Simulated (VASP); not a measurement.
# CO2 (CO2-I) (Pa-3) in VASP: further runs

The runs below take CO2 (CO2-I) through single point, relaxation of cell and atoms, with PBEsol.

Everything below comes from runs of VASP 6.6.1. Logs are shortened: lines on timing, memory, paths and dates and some standing lists are left out, and cuts for length are marked.

## Step 1: The cell of the first run

Symmetry: Pa-3, No. 205, cubic system. The conventional cell has a = 4.627 Å, b = 4.627 Å, c = 4.627 Å, α = 90.00°, β = 90.00°, γ = 90.00°. Within 1.6 Å of C (site symmetry -3) lie 2 O at 1.15 Å. Within 1.6 Å of O (site symmetry 3) lie 1 C at 1.15 Å.

## Step 2: Single point, PBEsol

INCAR reads:

```
SYSTEM = CO2
PREC = Accurate ; ENCUT = 520
EDIFF = 1E-6 ; ISMEAR = 0
SIGMA = 0.01 ; LREAL = .FALSE.
LASPH = .TRUE. ; NELM = 80
ALGO = Normal ; ISIF = 2
LWAVE = .FALSE. ; LCHARG = .FALSE.
GGA = PS ; NBANDS = 44
```

KPOINTS reads:

```
regular mesh
0
G
  4 4 4
  0 0 0
```

POSCAR reads:

```
CO2
1.0
    4.6274239185      0.0000000000      0.0000000000
    0.0000000000      4.6274239185      0.0000000000
    0.0000000000      0.0000000000      4.6274239185
C O
4 8
Direct
    0.0000000000      0.0000000000      0.0000000000
    0.5000000000      0.0000000000      0.5000000000
    0.5000000000      0.5000000000      0.0000000000
    0.0000000000      0.5000000000      0.5000000000
    0.1440445778      0.1440445778      0.1440445778
    0.8559554222      0.8559554222      0.8559554222
    0.3559554222      0.8559554222      0.6440445778
    0.6440445778      0.1440445778      0.3559554222
    0.6440445778      0.3559554222      0.8559554222
    0.3559554222      0.6440445778      0.1440445778
    0.8559554222      0.6440445778      0.3559554222
    0.1440445778      0.3559554222      0.6440445778
```

Potentials or basis: VASP PAW PBE potentials, release 64 (C, O).

Run with:

```console
cat potpaw_PBE.64/C/POTCAR potpaw_PBE.64/O/POTCAR > POTCAR
mpirun -np 1 vasp_std > vasp.out
```

OUTCAR:

```text
SYSTEM = CO2
   PREC = Accurate
   ENCUT = 520
   EDIFF = 1E-6
   ISMEAR = 0
   LREAL = .FALSE.
   LASPH = .TRUE.
   NELM = 80
   ISIF = 2
   GGA = PS

 ion  position               nearest neighbor table
   1  0.000  0.000  0.000-   5 1.15   6 1.15
   2  0.500  0.000  0.500-   7 1.15   8 1.15
   3  0.500  0.500  0.000-   9 1.15  10 1.15
   4  0.000  0.500  0.500-  11 1.15  12 1.15
   5  0.144  0.144  0.144-   1 1.15
   6  0.856  0.856  0.856-   1 1.15
   7  0.356  0.856  0.644-   2 1.15
   8  0.644  0.144  0.356-   2 1.15
   9  0.644  0.356  0.856-   3 1.15
  10  0.356  0.644  0.144-   3 1.15
  11  0.856  0.644  0.356-   4 1.15
  12  0.144  0.356  0.644-   4 1.15

  LATTYP: Found a simple cubic cell.
 ALAT       =     4.6274239185

  Lattice vectors:

 A1 = (   4.6274239185,   0.0000000000,   0.0000000000)
 A2 = (   0.0000000000,   4.6274239185,   0.0000000000)
 A3 = (   0.0000000000,   0.0000000000,   4.6274239185)

Analysis of symmetry for initial positions (statically):
=====================================================================
 Subroutine PRICEL returns:
 Original cell was already a primitive cell.

 Routine SETGRP: Setting up the symmetry group for a
 simple cubic supercell.

 Subroutine GETGRP returns: Found 24 space group operations
 (whereof  6 operations were pure point group operations)
 out of a pool of 48 trial point group operations.

The static configuration has the point symmetry S_6 .
 The point group associated with its full space group is T_h .

Analysis of symmetry for dynamics (positions and initial velocities):
=====================================================================
 Subroutine PRICEL returns:
 Original cell was already a primitive cell.

 Routine SETGRP: Setting up the symmetry group for a
 simple cubic supercell.

 Subroutine GETGRP returns: Found 24 space group operations
 (whereof  6 operations were pure point group operations)
 out of a pool of 48 trial point group operations.

The dynamic configuration has the point symmetry S_6 .
 The point group associated with its full space group is T_h .

 Subroutine INISYM returns: Found 24 space group operations
[... 109 lines left out ...]
   ISIF   =      2    stress and relaxation
   ISYM   =      2    0-nonsym 1-usesym 2-fastsym
   POTIM  = 0.5000    time-step for ionic-motion
   TEBEG  =    0.0;   TEEND  =   0.0 temperature during run
   PSTRESS=    0.0 pullay stress
   NELECT =      64.0000    total number of electrons
   NUPDOWN=      -1.0000    fix difference up-down
   EMIN   =  10.00;   EMAX   =-10.00  energy-range for DOS
   EFERMI =   0.00;   METHOD = LEGACY
   ISMEAR =     0;   SIGMA  =   0.01  broadening in eV -4-tet -1-fermi 0-gaus
   EFERMI_NEDOS =   21; number of points for ismear=-14 and -15
   IALGO  =     38    algorithm
   IMIX   =      4    mixing-type and parameters
     AMIX     =   0.40;   BMIX     =  1.00
     AMIX_MAG =   1.60;   BMIX_MAG =  1.00
  volume/ion in A,a.u.               =       8.26        55.72
  Fermi-wavevector in a.u.,A,eV,Ry     =   1.415127  2.674203 27.246830  2.002586
  Thomas-Fermi vector in A             =   2.536598
   LORBIT       =      0    0 simple, 1 ext, 2 COOP (PROOUT), +10 PAW based schemes
   GGA     = PS    functional components
   LHFCALC =     F    Hartree Fock is set to
   AEXX    =    0.0000 exact exchange contribution
   IVDW    =     0    specifies the selected vdW correction
   LEPSILON=     F    determine dielectric tensor
   LRPA    =     F    only Hartree local field effects (RPA)
 non-spin polarized calculation
 Gauss-broadening in eV      SIGMA  =   0.01
  energy-cutoff  :      520.00
  volume of cell :       99.09
 maximum number of plane-waves:      2721
 NGX is ok and might be reduce to    36
   NGX = 17   NGY = 17   NGZ = 17

 number of electron      63.9999941 magnetization

 Free energy of the ion-electron system (eV)
  ---------------------------------------------------
  ext. energy  EPLUGINS =         0.00000000
  ---------------------------------------------------
  free energy    TOTEN  =       -91.51776018 eV

  energy without entropy =      -91.51776018  energy(sigma->0) =      -91.51776018

 E-fermi :   1.2835     XC(G=0): -11.2265

 val. band max:        1.1484526237   @ k =   0.0000   0.0000   0.0000
 cond. band min:       7.8386665500   @ k =   0.5000   0.2500   0.2500
 fundamental gap:      6.6902139263
 Fermi energy:         1.2834545800

 k-point     1 :       0.0000    0.0000    0.0000
  band No.  band energies     occupation
      1     -21.2729      2.00000
      2     -19.8529      2.00000
      3     -19.8529      2.00000
      4     -19.8529      2.00000
      5     -19.3160      2.00000
      6     -19.3160      2.00000
[... 506 lines left out ...]
     43      12.2906      0.00000
     44      12.2906      0.00000

------------------------ aborting loop because EDIFF is reached ----------------------------------------

  FORCE on cell =-STRESS in cart. coord.  units (eV):
  Direction    XX          YY          ZZ          XY          YZ          ZX
  --------------------------------------------------------------------------------------
  -------------------------------------------------------------------------------------
  Total       20.5540166     20.5540166     20.5540166     -0.0000000     -0.0000000     -0.0000000
  in kB      332.3452102    332.3452102    332.3452102     -0.0000000     -0.0000000     -0.0000000
  external PRESSURE =     332.3452102 kB  Pullay stress =       0.0000000 kB

 VOLUME and BASIS-vectors are now :
 -----------------------------------------------------------------------------
  energy-cutoff  :      520.00
  volume of cell :       99.09
      direct lattice vectors                 reciprocal lattice vectors
     4.627423918  0.000000000  0.000000000     0.216102959  0.000000000  0.000000000
     0.000000000  4.627423918  0.000000000     0.000000000  0.216102959  0.000000000
     0.000000000  0.000000000  4.627423918     0.000000000  0.000000000  0.216102959

 POSITION                                       TOTAL-FORCE (eV/Angst)
 -----------------------------------------------------------------------------------
      0.00000      0.00000      0.00000         0.000000     -0.000000      0.000000
      2.31371      0.00000      2.31371         0.000000     -0.000000      0.000000
      2.31371      2.31371      0.00000         0.000000     -0.000000      0.000000
      0.00000      2.31371      2.31371         0.000000     -0.000000      0.000000
      0.66656      0.66656      0.66656         0.449901      0.449901      0.449901
      3.96087      3.96087      3.96087        -0.449901     -0.449901     -0.449901
      1.64716      3.96087      2.98027        -0.449901     -0.449901      0.449901
      2.98027      0.66656      1.64716         0.449901      0.449901     -0.449901
      2.98027      1.64716      3.96087         0.449901     -0.449901     -0.449901
      1.64716      2.98027      0.66656        -0.449901      0.449901      0.449901
      3.96087      2.98027      1.64716        -0.449901      0.449901     -0.449901
      0.66656      1.64716      2.98027         0.449901     -0.449901      0.449901
 -----------------------------------------------------------------------------------
    total drift:                                0.000000      0.000000      0.000000

  FREE ENERGIE OF THE ION-ELECTRON SYSTEM (eV)
  ---------------------------------------------------
  free  energy   TOTEN  =       -91.5177601849 eV

  energy  without entropy=      -91.5177601849  energy(sigma->0) =      -91.51776018
```

OSZICAR:

```text
N       E                     dE             d eps       ncg     rms          rms(c)
DAV:   1     0.349329718897E+03    0.34933E+03   -0.37293E+04   968   0.144E+03
DAV:   2    -0.765699369438E+02   -0.42590E+03   -0.40757E+03  1244   0.333E+02
DAV:   3    -0.972883269720E+02   -0.20718E+02   -0.20485E+02  1168   0.717E+01
DAV:   4    -0.974903069216E+02   -0.20198E+00   -0.20161E+00  1116   0.808E+00
DAV:   5    -0.974924882298E+02   -0.21813E-02   -0.21810E-02  1116   0.831E-01    0.194E+01
DAV:   6    -0.920509734112E+02    0.54415E+01   -0.13835E+01  1068   0.210E+01    0.887E+00
DAV:   7    -0.916384078342E+02    0.41257E+00   -0.78478E-01  1104   0.495E+00    0.476E+00
DAV:   8    -0.915269711003E+02    0.11144E+00   -0.49751E-01  1024   0.371E+00    0.926E-01
DAV:   9    -0.915175610806E+02    0.94100E-02   -0.40557E-02  1024   0.114E+00    0.369E-01
DAV:  10    -0.915176691578E+02   -0.10808E-03   -0.59398E-03  1136   0.368E-01    0.779E-02
DAV:  11    -0.915177402508E+02   -0.71093E-04   -0.19681E-04  1104   0.847E-02    0.330E-02
DAV:  12    -0.915177598124E+02   -0.19562E-04   -0.19621E-05  1104   0.276E-02    0.449E-03
DAV:  13    -0.915177601849E+02   -0.37254E-06   -0.29748E-06   772   0.102E-02
   1 F= -.91517760E+02 E0= -.91517760E+02  d E =-.124111E-82
```

Wall time 70 s (1 thread of AMD EPYC 7R13, shared host); peak memory 0.17 GiB.

What came out:

* Free energy: -91.5178 eV
* Pressure: 33.2 GPa
* Largest force: 0.779 eV/Å
* Band gap on the k mesh: 6.69 eV, indirect (least direct gap 6.87 eV)

Forces in eV/Å, atoms in the order of the input:
```
C    0.000  0.000  0.000
C    0.000  0.000  0.000
C    0.000  0.000  0.000
C    0.000  0.000  0.000
O    0.450  0.450  0.450
O   -0.450 -0.450 -0.450
O   -0.450 -0.450  0.450
O    0.450  0.450 -0.450
O    0.450 -0.450 -0.450
O   -0.450  0.450  0.450
O   -0.450  0.450 -0.450
O    0.450 -0.450  0.450
```

Levels at points of the mesh, in eV from the valence-band top:
| k point | band 28 | band 29 | band 30 | band 31 | band 32 | band 33 | band 34 | band 35 | band 36 | band 37 |
| --- | --- | --- | --- | --- | --- | --- | --- | --- | --- | --- |
| (0.00, 0.00, 0.00) | -0.71 | -0.71 | -0.71 | 0.00 | 0.00 | 7.01 | 7.01 | 7.01 | 8.00 | 8.13 |
| (0.50, 0.00, 0.00) | -1.24 | -0.95 | -0.95 | -0.14 | -0.14 | 6.94 | 6.94 | 7.54 | 7.54 | 8.19 |
| (0.50, 0.50, 0.00) | -1.08 | -0.77 | -0.77 | -0.77 | -0.77 | 6.94 | 6.94 | 6.94 | 6.94 | 8.67 |
| (0.50, 0.50, 0.50) | -1.31 | -1.04 | -1.04 | -1.04 | -1.04 | 6.79 | 6.79 | 6.79 | 6.79 | 9.26 |

Caveat: the PAW data sets were made with another functional, which shifts forces and pressure a little. A k mesh can miss the band edges.

## Step 3: Relaxation of cell and atoms, PBEsol, target pressure 30 GPa, at which the enthalpy is minimised

This run uses another cell than the first one, of 8.95 Å³/atom, 1.084 times its volume.

INCAR reads:

```
SYSTEM = CO2
  ALGO = Normal
  EDIFF = 1E-6
  EDIFFG = -0.003
  ENCUT = 600
  GGA = PS
  IBRION = 2
  ISIF = 3
  ISMEAR = 0
  LASPH = .True.
  LCHARG = .False.
  LREAL = .False.
  LWAVE = .False.
  NELM = 60
  NSW = 80
  PREC = Accurate
  PSTRESS = 300.0
  SIGMA = 0.01
```

KPOINTS reads:

```
k-points
0
Gamma
  4 4 4
  0 0 0
```

POSCAR reads:

```
CO2
1.0
    4.7540236806      0.0000000000      0.0000000000
    0.0000000000      4.7540236806      0.0000000000
    0.0000000000      0.0000000000      4.7540236806
C O
4 8
Direct
    0.0000000000      0.0000000000      0.0000000000
    0.5000000000      0.0000000000      0.5000000000
    0.5000000000      0.5000000000      0.0000000000
    0.0000000000      0.5000000000      0.5000000000
    0.1405867307      0.1405867307      0.1405867307
    0.8594132693      0.8594132693      0.8594132693
    0.3594132693      0.8594132693      0.6405867307
    0.6405867307      0.1405867307      0.3594132693
    0.6405867307      0.3594132693      0.8594132693
    0.3594132693      0.6405867307      0.1405867307
    0.8594132693      0.6405867307      0.3594132693
    0.1405867307      0.3594132693      0.6405867307
```

Potentials or basis: VASP PAW PBE potentials, release 64 (C, O).

Run with:

```console
cat potpaw_PBE.64/C/POTCAR potpaw_PBE.64/O/POTCAR > POTCAR
mpirun -np 1 vasp_std > vasp.out
```

Run time: 7.7 min. Hardware: 1 thread of AMD EPYC 7R13, shared host; peak memory 0.22 GiB.

The run converged. Its results:

| Property | Result |
| --- | --- |
| Free energy | -91.5464 eV |
| Relaxed volume | 8.22 Å³/atom |
| Relaxed cell | a = 4.621 Å, b = 4.621 Å, c = 4.621 Å, α = 90.00°, β = 90.00°, γ = 90.00° |
| Space group after relaxing (to 0.05 Å) | Pa-3 (No. 205) |
| Energy change on relaxing (the enthalpy is what falls) | +109.2 meV/atom |
| Ionic steps | 10 |
| Pressure after relaxing | 30.0 GPa |
| Band gap on the k mesh | 6.55 eV, indirect (least direct gap 6.72 eV) |

The path:
| step | energy change (eV) | largest force (eV/Å) | pressure (GPa) | volume (Å³) |
| --- | --- | --- | --- | --- |
| 1 | 0.0000 | 0.7350 | 22.56 | 107.44 |
| 2 | 0.9092 | 0.7896 | 23.12 | 101.10 |
| 3 | 0.9936 | 0.8996 | 23.24 | 100.64 |
| 4 | 2.0973 | 1.6064 | 42.90 | 95.27 |
| 5 | 1.3200 | 0.0302 | 29.94 | 98.65 |
| 6 | 1.3274 | 0.0123 | 30.07 | 98.61 |
| 7 | 1.3200 | 0.0007 | 30.07 | 98.65 |
| 8 | 1.3144 | 0.0082 | 30.06 | 98.68 |
| 9 | 1.3041 | 0.0113 | 29.89 | 98.73 |
| 10 | 1.3109 | 0.0011 | 30.00 | 98.70 |

Final structure:
```xyz
12
Lattice="4.6213 0.0000 0.0000 0.0000 4.6213 0.0000 0.0000 0.0000 4.6213" Properties=species:S:1:pos:R:3 pbc="T T T"
C     0.0000    0.0000    0.0000
C     2.3107    0.0000    2.3107
C     2.3107    2.3107    0.0000
C     0.0000    2.3107    2.3107
O     0.6702    0.6702    0.6702
O     3.9511    3.9511    3.9511
O     1.6405    3.9511    2.9809
O     2.9809    0.6702    1.6405
O     2.9809    1.6405    3.9511
O     1.6405    2.9809    0.6702
O     3.9511    2.9809    1.6405
O     0.6702    1.6405    2.9809
```

Levels at points of the mesh, in eV from the valence-band top:
| k point | band 29 | band 30 | band 31 | band 32 | band 33 | band 34 | band 35 | band 36 |
| --- | --- | --- | --- | --- | --- | --- | --- | --- |
| (0.00, 0.00, 0.00) | -0.72 | -0.72 | 0.00 | 0.00 | 6.86 | 6.86 | 6.86 | 7.90 |
| (0.50, 0.00, 0.00) | -0.96 | -0.96 | -0.13 | -0.13 | 6.80 | 6.80 | 7.40 | 7.40 |
| (0.50, 0.50, 0.00) | -0.78 | -0.78 | -0.78 | -0.78 | 6.81 | 6.81 | 6.81 | 6.81 |
| (0.50, 0.50, 0.50) | -1.05 | -1.05 | -1.05 | -1.05 | 6.65 | 6.65 | 6.65 | 6.65 |

Caveat: the cell is relaxed towards a set pressure, so the enthalpy falls and the energy may rise; the PAW data sets were made with another functional, which shifts forces and pressure a little.
